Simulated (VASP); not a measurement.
A run of VASP 6.6.1 is set up as follows.

Contents of INCAR:

```
SYSTEM = HfN
PREC = Accurate
ENCUT = 600
EDIFF = 1E-8
ISMEAR = -1
SIGMA = 0.05
LREAL = .FALSE.
LASPH = .TRUE.
NELM = 100
ALGO = Normal
ISIF = 3
LWAVE = .FALSE.
LCHARG = .FALSE.
GGA = PS
NBANDS = 14
IBRION = 6
NFREE = 2
POTIM = 0.015
NSW = 1
```

File KPOINTS:

```
Automatic mesh
0
G
  18 18 18
  0 0 0
```

The input POSCAR:

```
HfN
1.0
    0.0000000000      2.2482255275      2.2482255275
    2.2482255275      0.0000000000      2.2482255275
    2.2482255275      2.2482255275      0.0000000000
Hf N
1 1
Direct
    0.0000000000      0.0000000000      0.0000000000
    0.5000000000      0.5000000000      0.5000000000
```

Potentials or basis: VASP PAW PBE potentials, release 64 (Hf_pv, N).

Command:

```bash
$ cat potpaw_PBE.64/Hf_pv/POTCAR potpaw_PBE.64/N/POTCAR > POTCAR
$ mpirun -np 1 vasp_std > vasp.out
```

**Question.** Estimate the elastic constants C11, C12, C44.

**Answer.** 627, 119, 124 GPa.

**Question.** Estimate the Voigt bulk modulus.

**Answer.** 288 GPa.

**Question.** Estimate the highest phonon frequency at Γ.

**Answer.** 506 cm⁻¹.

Elastic tensor in Voigt notation (GPa, in the Cartesian axes of the cell as first typed):
```
627 119 119   0   0   0
119 627 119   0   0   0
119 119 627   0   0   0
  0   0   0 124   0   0
  0   0   0   0 124   0
  0   0   0   0   0 124
```

Caveat: the cell is under stress, which shifts elastic constants; the PAW data sets were made with another functional, which shifts forces and pressure a little.
